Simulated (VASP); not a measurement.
# H15C2NO6 in VASP: further runs

H15C2NO6 is run at these levels: PBE; tasks: single point.

Program: VASP 6.6.1. These are calculated values, not measurements. Logs are shortened: lines on timing, memory, paths and dates and some standing lists are left out, and cuts for length are marked.

## (1) The cell of the first run

The cell holds an amorphous packing of atoms, 24 atoms: a = 6.439 Å, b = 6.439 Å, c = 6.439 Å, α = 90.00°, β = 90.00°, γ = 90.00°.

## (2) Single point, PBE

INCAR reads:

```
PREC = Accurate ; ENCUT = 520
EDIFF = 1E-6 ; ISMEAR = -1
SIGMA = 0.05 ; LREAL = Auto
LASPH = T ; NELM = 60
ALGO = Normal ; ISIF = 2
LWAVE = F ; LCHARG = T
GGA = PE ; LELF = T
LVHAR = T ; NBANDS = 50
```

KPOINTS reads:

```
Automatic mesh
0
Gamma
  1 1 1
```

POSCAR reads:

```
H15C2NO6
1.0
    6.4392770000      0.0000000000      0.0000000000
    0.0000000000      6.4392770000      0.0000000000
    0.0000000000      0.0000000000      6.4392770000
O H C N
6 15 2 1
Direct
    0.5324030831      0.0556705991      0.7820061796
    0.4438801956      0.2344181724      0.2627262576
    0.4072133616      0.6424464111      0.8546578980
    0.0881630485      0.4534800109      0.4039477400
    0.6832336675      0.4030779505      0.5796705865
    0.3138378466      0.8241609795      0.2457594238
    0.6412393424     -0.0103081068      0.8643177340
    0.6040679966      0.1668892710      0.7011119733
    0.4827725126      0.2659061851      0.1199616174
    0.4237744698      0.0813881255      0.2660449565
    0.4070305699      0.7769162423      0.7836420656
    0.5088916257      0.5631688935      0.7724338839
    0.1568998946      0.5889036523      0.4015418177
    0.2019086308      0.3615937578      0.3577742469
    0.6064632198      0.3630012721      0.4528155303
    0.8257746990      0.4314227998      0.5306289526
    0.1719598067      0.8564168133      0.2021272735
    0.3703595751      0.7468788601      0.1258064941
    0.0299124673      0.3647220045      0.9421163341
    0.2350377914      0.1873229774      0.8741370257
    0.0132533330      0.2086115566      0.7121474037
    0.0663513876      0.2121185790      0.8740252923
   -0.0328934505      0.0487520012      0.9896537921
   -0.1136060746     -0.0850727083      1.0810961208
```

Potentials or basis: VASP PAW PBE potentials, release 64 (O, H, C, N).

Command:

```sh
$ cat potpaw_PBE.64/O/POTCAR potpaw_PBE.64/H/POTCAR potpaw_PBE.64/C/POTCAR potpaw_PBE.64/N/POTCAR > POTCAR
$ mpirun -np 1 vasp_gam > vasp.out
```

OUTCAR:

```text
PREC = Accurate
   ENCUT = 520
   EDIFF = 1E-6
   ISMEAR = -1
   LREAL = Auto
   LASPH = T
   NELM = 60
   ISIF = 2
   GGA = PE

 ion  position               nearest neighbor table
   1  0.532  0.056  0.782-   7 0.98   8 1.00
   2  0.444  0.234  0.263-   9 0.97  10 0.99
   3  0.407  0.642  0.855-  11 0.98  12 0.98
   4  0.088  0.453  0.404-  13 0.98  14 0.99
   5  0.683  0.403  0.580-  16 0.99  15 0.99
   6  0.314  0.824  0.246-  17 0.98  18 0.99
   7  0.641  0.990  0.864-   1 0.98
   8  0.604  0.167  0.701-   1 1.00
   9  0.483  0.266  0.120-   2 0.97
  10  0.424  0.081  0.266-   2 0.99
  11  0.407  0.777  0.784-   3 0.98
  12  0.509  0.563  0.772-   3 0.98
  13  0.157  0.589  0.402-   4 0.98
  14  0.202  0.362  0.358-   4 0.99
  15  0.606  0.363  0.453-   5 0.99
  16  0.826  0.431  0.531-   5 0.99
  17  0.172  0.856  0.202-   6 0.98
  18  0.370  0.747  0.126-   6 0.99
  19  0.030  0.365  0.942-  22 1.10
  20  0.235  0.187  0.874-  22 1.10
  21  0.013  0.209  0.712-  22 1.10
  22  0.066  0.212  0.874-  21 1.10  20 1.10  19 1.10  23 1.44
  23  0.967  0.049  0.990-  24 1.17  22 1.44
  24  0.886  0.915  0.081-  23 1.17

  LATTYP: Found a simple cubic cell.
 ALAT       =     6.4392770000

  Lattice vectors:

 A1 = (   6.4392770000,   0.0000000000,   0.0000000000)
 A2 = (   0.0000000000,   6.4392770000,   0.0000000000)
 A3 = (   0.0000000000,   0.0000000000,   6.4392770000)

Analysis of symmetry for initial positions (statically):
=====================================================================
 Subroutine PRICEL returns:
 Original cell was already a primitive cell.

 Routine SETGRP: Setting up the symmetry group for a
 simple cubic supercell.

 Subroutine GETGRP returns: Found  1 space group operations
 (whereof  1 operations were pure point group operations)
 out of a pool of 48 trial point group operations.

The static configuration has the point symmetry C_1 .

Analysis of symmetry for dynamics (positions and initial velocities):
=====================================================================
 Subroutine PRICEL returns:
 Original cell was already a primitive cell.

 Routine SETGRP: Setting up the symmetry group for a
 simple cubic supercell.

 Subroutine GETGRP returns: Found  1 space group operations
 (whereof  1 operations were pure point group operations)
 out of a pool of 48 trial point group operations.

The dynamic configuration has the point symmetry C_1 .

 Subroutine INISYM returns: Found  1 space group operations
 (whereof  1 operations are pure point group operations),
 and found     1 'primitive' translations

----------------------------------------------------------------------------------------

                                     Primitive cell

  volume of cell :     267.0000

  direct lattice vectors                    reciprocal lattice vectors
     6.439277000  0.000000000  0.000000000     0.155296938  0.000000000  0.000000000
     0.000000000  6.439277000  0.000000000     0.000000000  0.155296938  0.000000000
     0.000000000  0.000000000  6.439277000     0.000000000  0.000000000  0.155296938

  length of vectors
     6.439277000  6.439277000  6.439277000     0.155296938  0.155296938  0.155296938

  position of ions in fractional coordinates (direct lattice)
     0.532403083  0.055670599  0.782006180
     0.443880196  0.234418172  0.262726258
     0.407213362  0.642446411  0.854657898
     0.088163049  0.453480011  0.403947740
     0.683233667  0.403077950  0.579670587
     0.313837847  0.824160980  0.245759424
[... 16 lines left out ...]
     0.967106550  0.048752001  0.989653792
     0.886393925  0.914927292  0.081096121

  ion indices of the primitive-cell ions
   primitive index   ion index
                 1           1
                 2           2
                 3           3
                 4           4
                 5           5
                 6           6
[... 16 lines left out ...]
                23          23
                24          24

----------------------------------------------------------------------------------------

 KPOINTS: Automatic mesh

Automatic generation of k-mesh.
 Grid dimensions read from file:
 generate k-points for:    1    1    1

 Generating k-lattice:

  Cartesian coordinates                     Fractional coordinates (reciprocal lattice)
     0.155296938  0.000000000  0.000000000     1.000000000  0.000000000  0.000000000
     0.000000000  0.155296938  0.000000000     0.000000000  1.000000000  0.000000000
     0.000000000  0.000000000  0.155296938     0.000000000  0.000000000  1.000000000

  Length of vectors
     0.155296938  0.155296938  0.155296938

  Shift w.r.t. Gamma in fractional coordinates (k-lattice)
     0.000000000  0.000000000  0.000000000

 Subroutine IBZKPT returns following result:
 ===========================================

 Found      1 irreducible k-points:

 Following reciprocal coordinates:
            Coordinates               Weight
  0.000000  0.000000  0.000000      1.000000
   k-points           NKPTS =      1   k-points in BZ     NKDIM =      1   number of bands    NBANDS=     50
   number of dos      NEDOS =    301   number of ions     NIONS =     24
   total plane-waves  NPLWV = 110592
   dimension x,y,z NGX =    48 NGY =   48 NGZ =   48
   dimension x,y,z NGXF=    96 NGYF=   96 NGZF=   96
   ions per type =               6  15   2   1
   NGX,Y,Z   is equivalent  to a cutoff of  12.39, 12.39, 12.39 a.u.
   NGXF,Y,Z  is equivalent  to a cutoff of  24.78, 24.78, 24.78 a.u.
 SYSTEM =  unknown system
   PREC   = accura    normal or accurate (medium, high low for compatibility)
   ISTART =      0    job   : 0-new  1-cont  2-samecut
   ICHARG =      2    charge: 1-file 2-atom 10-const
   ISPIN  =      1    spin polarized calculation?
   LNONCOLLINEAR =      F non collinear calculations
   LSORBIT =      F    spin-orbit coupling
   LASPH  =      T    aspherical Exc in radial PAW
   ENCUT  =  520.0 eV  38.22 Ry    6.18 a.u.  11.97 11.97 11.97*2*pi/ulx,y,z
   NELM   =     60;   NELMIN=  2; NELMDL= -5     # of ELM steps
   EDIFF  = 0.1E-05   stopping-criterion for ELM
   LREAL  =      T    real-space projection
   EDIFFG = 0.1E-04   stopping-criterion for IOM
   NSW    =      0    number of steps for IOM
   IBRION =     -1    ionic relax: 0-MD 1-quasi-New 2-CG
   NFREE  =      0    steps in history (QN), initial steepest desc. (CG)
   ISIF   =      2    stress and relaxation
   ISYM   =      2    0-nonsym 1-usesym 2-fastsym
   POTIM  = 0.5000    time-step for ionic-motion
   TEBEG  =    0.0;   TEEND  =   0.0 temperature during run
   PSTRESS=    0.0 pullay stress
   NELECT =      64.0000    total number of electrons
   NUPDOWN=      -1.0000    fix difference up-down
   EMIN   =  10.00;   EMAX   =-10.00  energy-range for DOS
   EFERMI =   0.00;   METHOD = LEGACY
   ISMEAR =    -1;   SIGMA  =   0.05  broadening in eV -4-tet -1-fermi 0-gaus
   EFERMI_NEDOS =   21; number of points for ismear=-14 and -15
   IALGO  =     38    algorithm
   IMIX   =      4    mixing-type and parameters
     AMIX     =   0.40;   BMIX     =  1.00
     AMIX_MAG =   1.60;   BMIX_MAG =  1.00
  volume/ion in A,a.u.               =      11.13        75.08
  Fermi-wavevector in a.u.,A,eV,Ry     =   1.016946  1.921748 14.070850  1.034178
  Thomas-Fermi vector in A             =   2.150318
   LORBIT       =      0    0 simple, 1 ext, 2 COOP (PROOUT), +10 PAW based schemes
   GGA     = PE    functional components
   LHFCALC =     F    Hartree Fock is set to
   AEXX    =    0.0000 exact exchange contribution
   IVDW    =     0    specifies the selected vdW correction
   LEPSILON=     F    determine dielectric tensor
   LRPA    =     F    only Hartree local field effects (RPA)
 non-spin polarized calculation
  energy-cutoff  :      520.00
  volume of cell :      267.00
 maximum number of plane-waves:      3562
 NGX is ok and might be reduce to    48
   NGX = 23   NGY = 23   NGZ = 23

 number of electron      64.0000008 magnetization

 Free energy of the ion-electron system (eV)
  ---------------------------------------------------
  ext. energy  EPLUGINS =         0.00000000
  ---------------------------------------------------
  free energy    TOTEN  =      -124.69141521 eV

  energy without entropy =     -124.69141521  energy(sigma->0) =     -124.69141521

 E-fermi :  -2.5287     XC(G=0):  -6.5975

 val. band max:       -3.7364667062   @ k =   0.0000   0.0000   0.0000
 cond. band min:       1.2995158518   @ k =   0.0000   0.0000   0.0000
 fundamental gap:      5.0359825580
 Fermi energy:        -2.5286873812

 k-point     1 :       0.0000    0.0000    0.0000
  band No.  band energies     occupation
      1     -22.6587      2.00000
      2     -22.1997      2.00000
      3     -22.1704      2.00000
      4     -21.8516      2.00000
      5     -21.6802      2.00000
      6     -21.6422      2.00000
[... 36 lines left out ...]
     43       6.4973      0.00000
     44       6.7107      0.00000
 [bands above 44 left out]

------------------------ aborting loop because EDIFF is reached ----------------------------------------

  FORCE on cell =-STRESS in cart. coord.  units (eV):
  Direction    XX          YY          ZZ          XY          YZ          ZX
  --------------------------------------------------------------------------------------
  -------------------------------------------------------------------------------------
  Total        0.9152271      0.7612526      0.0768377     -0.3891001     -0.9739896      1.3470024
  in kB        5.4919695      4.5680205      0.4610774     -2.3348589     -5.8445838      8.0829078
  external PRESSURE =       3.5070225 kB  Pullay stress =       0.0000000 kB

 VOLUME and BASIS-vectors are now :
 -----------------------------------------------------------------------------
  energy-cutoff  :      520.00
  volume of cell :      267.00
      direct lattice vectors                 reciprocal lattice vectors
     6.439277000  0.000000000  0.000000000     0.155296938  0.000000000  0.000000000
     0.000000000  6.439277000  0.000000000     0.000000000  0.155296938  0.000000000
     0.000000000  0.000000000  6.439277000     0.000000000  0.000000000  0.155296938

 POSITION                                       TOTAL-FORCE (eV/Angst)
 -----------------------------------------------------------------------------------
      3.42829      0.35848      5.03555         0.130803      0.178859     -0.065796
      2.85827      1.50948      1.69177         0.043842      0.114725      0.032968
      2.62216      4.13689      5.50338         0.025702     -0.046905     -0.022317
      0.56771      2.92008      2.60113         0.057012     -0.027064      0.032261
      4.39953      2.59553      3.73266        -0.036575     -0.044047      0.000108
      2.02089      5.30700      1.58251         0.042687      0.060220      0.099067
[... 16 lines left out ...]
      6.22747      0.31393      6.37265         0.207048      0.389357     -0.223222
      5.70774      5.89147      0.52220        -0.169155     -0.256274      0.178304
 -----------------------------------------------------------------------------------
    total drift:                               -0.010927     -0.021313     -0.000496

  FREE ENERGIE OF THE ION-ELECTRON SYSTEM (eV)
  ---------------------------------------------------
  free  energy   TOTEN  =      -124.6914152140 eV

  energy  without entropy=     -124.6914152139  energy(sigma->0) =     -124.69141521
```

It took 34 s on 1 thread of AMD EPYC 7R13 (Zen 3), shared host; peak memory 0.27 GiB.

Results:

```yaml
Free_energy: -124.6914 eV
Pressure: 0.4 GPa
Largest_force: 0.494 eV/Å
Band_gap_on_the_k_mesh: 5.04 eV
```

Forces in eV/Å, atoms in the order of the input:
```
O    0.131  0.179 -0.066
O    0.044  0.115  0.033
O    0.026 -0.047 -0.022
O    0.057 -0.027  0.032
O   -0.037 -0.044  0.000
O    0.043  0.060  0.099
H   -0.013 -0.043  0.032
H   -0.110 -0.124  0.128
H   -0.034 -0.034  0.008
H   -0.041 -0.142 -0.006
H    0.004  0.115  0.013
H    0.044 -0.101  0.008
H   -0.060  0.134 -0.031
H   -0.091 -0.077 -0.012
H   -0.077 -0.051 -0.051
H    0.077  0.007 -0.028
H   -0.096 -0.053  0.005
H    0.073 -0.090 -0.088
H    0.034  0.005 -0.018
H    0.035  0.021 -0.023
H    0.011  0.035  0.028
C   -0.059  0.026  0.003
C    0.207  0.389 -0.223
N   -0.169 -0.256  0.178
```

Caveat: the k points lie up to 0.98 Å⁻¹ apart.

## (3) Single point, PBE

INCAR reads:

```
SYSTEM = H15C2NO6
PREC = Accurate
ENCUT = 520
EDIFF = 1E-6
ISMEAR = -1
SIGMA = 0.05
LREAL = Auto
LASPH = .TRUE.
NELM = 60
ALGO = Normal
ISIF = 2
LWAVE = .FALSE.
LCHARG = .FALSE.
GGA = PE
NBANDS = 50
```

KPOINTS reads:

```
Automatic mesh
0
G
  1 1 1
  0 0 0
```

POSCAR reads:

```
H15C2NO6
1.0
    6.4392770000      0.0000000000      0.0000000000
    0.0000000000      6.4392770000      0.0000000000
    0.0000000000      0.0000000000      6.4392770000
O H C N
6 15 2 1
Direct
    0.5464899243      0.0510150441      0.8113643814
    0.4147825913      0.2433192422      0.2459592902
    0.4220970770      0.6458799645      0.8374853264
    0.0775087017      0.4663567043      0.3781014546
    0.7178290358      0.3968147356      0.5765243520
    0.3371651817      0.8243006164      0.2756210053
    0.6484423639     -0.0483749961      0.8716661824
    0.6185321737      0.1630307253      0.7570259829
    0.5285065389      0.2362532315      0.1486346992
    0.3886150572      0.0924327374      0.2932472077
    0.4659218729      0.7724624985      0.7778513023
    0.5142036909      0.5411166502      0.7890326818
    0.1922420794      0.5845687334      0.3756167036
    0.1991838525      0.3634724830      0.3334069958
    0.6226941317      0.3407214816      0.4788115187
    0.8469118505      0.4249545407      0.5065941409
    0.2150862589      0.7777736538      0.1882664777
    0.4544298995      0.7293520686      0.2312992592
    0.0366190179      0.2766304354      0.8750982447
    0.2461301168      0.1120312110      0.9471715536
    0.0677715837      0.0778192956      0.7059954091
    0.1010361878      0.1203395971      0.8674576354
   -0.0155607532      0.0016772069      1.0080479532
   -0.1076828967     -0.1072170059      1.1176720616
```

Potentials or basis: VASP PAW PBE potentials, release 64 (O, H, C, N).

Command:

```sh
$ cat potpaw_PBE.64/O/POTCAR potpaw_PBE.64/H/POTCAR potpaw_PBE.64/C/POTCAR potpaw_PBE.64/N/POTCAR > POTCAR
$ mpirun -np 1 vasp_gam > vasp.out
```

Run time: 31 s. Hardware: 1 thread of AMD EPYC 7R13 (Zen 3), shared host; peak memory 0.27 GiB.

It converged, with:

```yaml
Free_energy: -122.9017 eV
Pressure: 1.7 GPa
Largest_force: 4.641 eV/Å
Band_gap_on_the_k_mesh: 4.64 eV
```

Forces in eV/Å, atoms in the order of the input:
```
O   -0.782 -2.930  1.561
O   -0.348 -1.382  1.363
O   -1.366 -0.786  1.489
O    4.531  0.293 -0.962
O   -0.618  0.048  1.988
O   -0.002 -1.632 -0.743
H   -0.307  0.932 -0.184
H    1.810  2.217 -1.389
H    0.138 -0.146 -0.462
H    0.443  1.155 -0.804
H    0.245  1.254 -0.900
H    0.885 -0.698 -0.717
H   -2.483 -0.998  0.692
H   -2.188  0.755  0.423
H   -0.871 -0.417 -1.207
H    1.211  0.262 -0.608
H    1.078  0.625  0.502
H   -1.053  1.138  0.167
H    0.248  0.681  0.191
H    1.543  0.381 -0.883
H    0.850 -0.511 -0.047
C   -1.442  0.948 -0.003
C   -0.792 -0.500 -0.372
N   -0.729 -0.687  0.905
```

Stress tensor (GPa, compression positive):
```
 1.45  1.69 -1.51
 1.69  2.16 -1.20
-1.51 -1.20  1.48
```

Levels at points of the mesh, in eV from the valence-band top:
```csv
k point,band 29,band 30,band 31,band 32,band 33,band 34,band 35,band 36
"(0.00, 0.00, 0.00)",-0.86,-0.55,-0.23,0.00,4.64,6.17,6.29,7.69
```

Caveat: the k points lie up to 0.98 Å⁻¹ apart.

## (4) Single point, PBE

INCAR reads:

```
SYSTEM = H15C2NO6
ALGO     = Normal         ! electronic algorithm
EDIFF    = 1E-6           ! SCF threshold, eV
ENCUT    = 520            ! plane-wave cutoff, eV
GGA      = PE             ! functional
ISIF     = 2              ! what is computed and relaxed
ISMEAR   = -1             ! smearing method
LASPH    = .TRUE.         ! aspherical terms in the spheres
LCHARG   = .FALSE.        ! write CHGCAR
LREAL    = Auto         
LWAVE    = .FALSE.        ! write WAVECAR
NBANDS   = 50             ! bands
NELM     = 100            ! most SCF steps
PREC     = Accurate       ! precision mode
SIGMA    = 0.05           ! smearing width, eV
```

KPOINTS reads:

```
k-points
0
G
  1 1 1
  0 0 0
```

POSCAR reads:

```
H15C2NO6
1.0
    6.4392770000      0.0000000000      0.0000000000
    0.0000000000      6.4392770000      0.0000000000
    0.0000000000      0.0000000000      6.4392770000
O H C N
6 15 2 1
Direct
    0.5812143196      0.0655042484      0.8047953210
    0.4219107207      0.2265005838      0.2496864167
    0.4229356805      0.6811789584      0.7482206465
    0.0705824582      0.4757521691      0.3954325928
    0.7081540365      0.3976688687      0.6028937721
    0.3479117298      0.8284315149      0.3305184728
    0.6835860610      0.0167720693      0.9104282981
    0.6275549258      0.2256464507      0.7519943621
    0.4667138873      0.2272770685      0.1039557702
    0.4448791378      0.0752103070      0.2884640620
    0.4502213525      0.8288508166      0.7295850140
    0.5542081821      0.6130967809      0.7362317229
    0.1360401175      0.6152398786      0.4427049807
    0.2030818056      0.3804930274      0.3991907787
    0.6426653179      0.4383721961      0.4727238788
    0.8598946745      0.4498331101      0.5800495925
    0.2698439592      0.8414298686      0.1943230583
    0.4515569062      0.7267896691      0.2821745361
    0.0145823825      0.2296841711      0.8527044263
    0.2691140636      0.1474078534      0.8544126926
    0.0934732269      0.0416816981      0.6836171204
    0.1061609867      0.0923240295      0.8343949173
    0.0085258019     -0.0378458638      0.9877972325
   -0.0958337403     -0.1213490272      1.1123764361
```

Command:

```sh
$ cat potpaw_PBE.64/O/POTCAR potpaw_PBE.64/H/POTCAR potpaw_PBE.64/C/POTCAR potpaw_PBE.64/N/POTCAR > POTCAR
$ mpirun -np 1 vasp_gam > vasp.out
```

Run time: 30 s. Hardware: 1 thread of AMD EPYC 7R13 (Zen 3), shared host; peak memory 0.27 GiB.

Results (log left out):

| Property | Result |
| --- | --- |
| Free energy | -122.7859 eV |
| Pressure | -0.9 GPa |
| Largest force | 3.076 eV/Å |
| Band gap on the k mesh | 4.12 eV |

Forces on the atoms (eV/Å):
```
O    1.087  2.688  0.216
O    0.553 -0.730 -0.047
O   -1.438  0.044  0.376
O    2.683  0.571  1.281
O    1.790  1.242  0.088
O   -0.336 -0.413 -2.147
H   -0.653  0.360 -0.694
H   -0.358 -3.034  0.359
H   -0.117  0.187  0.203
H   -0.344  1.075  0.079
H    0.320  0.261  0.047
H    0.905 -0.533 -0.160
H   -0.711 -1.738 -0.783
H   -2.007  1.190 -0.429
H   -0.265 -0.554 -0.068
H   -1.232 -0.987 -0.159
H    0.233  0.000  1.457
H    0.005  0.208  0.560
H   -0.508  1.166 -0.267
H   -0.567 -0.810  0.421
H   -0.441 -1.169 -2.463
C    0.852  1.196  2.272
C    0.026 -0.462  0.489
N    0.524  0.242 -0.633
```

Stress tensor (GPa, compression positive):
```
-0.62 -1.28  0.94
-1.28 -1.48  0.34
 0.94  0.34 -0.50
```

Levels at points of the mesh, in eV from the valence-band top:
| k point | band 30 | band 31 | band 32 | band 33 | band 34 | band 35 |
| --- | --- | --- | --- | --- | --- | --- |
| (0.00, 0.00, 0.00) | -0.62 | -0.49 | 0.00 | 4.12 | 5.19 | 5.62 |

Caveat: the k points lie up to 0.98 Å⁻¹ apart.
